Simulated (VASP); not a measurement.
Input of a VASP 6.6.1 run:

Contents of INCAR:

```
ALGO     = Normal         # electronic algorithm
EDIFF    = 1E-8           # SCF threshold, eV
ENCUT    = 520            # plane-wave cutoff, eV
GGA      = PS             # functional
ISIF     = 2              # what is computed and relaxed
ISMEAR   = -1             # smearing method
LASPH    = T              # aspherical terms in the spheres
LCHARG   = F              # write CHGCAR
LEFG     = T            
LREAL    = F              # projectors in reciprocal space
LWAVE    = F              # write WAVECAR
NBANDS   = 15             # bands
NELM     = 100            # most SCF steps
PREC     = Accurate       # precision mode
SIGMA    = 0.05           # smearing width, eV
```

File KPOINTS:

```
k-points
0
Gamma
  15 15 15
```

POSCAR

```
ZrC
1.0
    0.0235021000      2.3619610500      2.3619610500
    2.3619610500      0.0235021000      2.3619610500
    2.3619610500      2.3619610500      0.0235021000
Zr C
1 1
Direct
    0.5000000000      0.5000000000      0.5000000000
    0.0000000000      0.0000000000      0.0000000000
```

Potentials or basis: VASP PAW PBE potentials, release 64 (Zr_sv, C).

Launch:

```sh
$ cat potpaw_PBE.64/Zr_sv/POTCAR potpaw_PBE.64/C/POTCAR > POTCAR
$ mpirun -np 1 vasp_std > vasp.out
```

(1) Predict the pressure.

(2) Predict the band gap on the k mesh.

Answers

(1) -4.2 GPa.

(2) zero (band 8 reaches 10.48 eV, above the bottom of band 9 at 9.17 eV).

Caveat: the cell differs from its parent crystal (equal xy, yz and zx shear strains of +1 %); without QUAD_EFG the Cq values of the log hold for a quadrupole moment of 1 mb, not for the nuclei; the PAW data sets were made with another functional, which shifts forces and pressure a little.
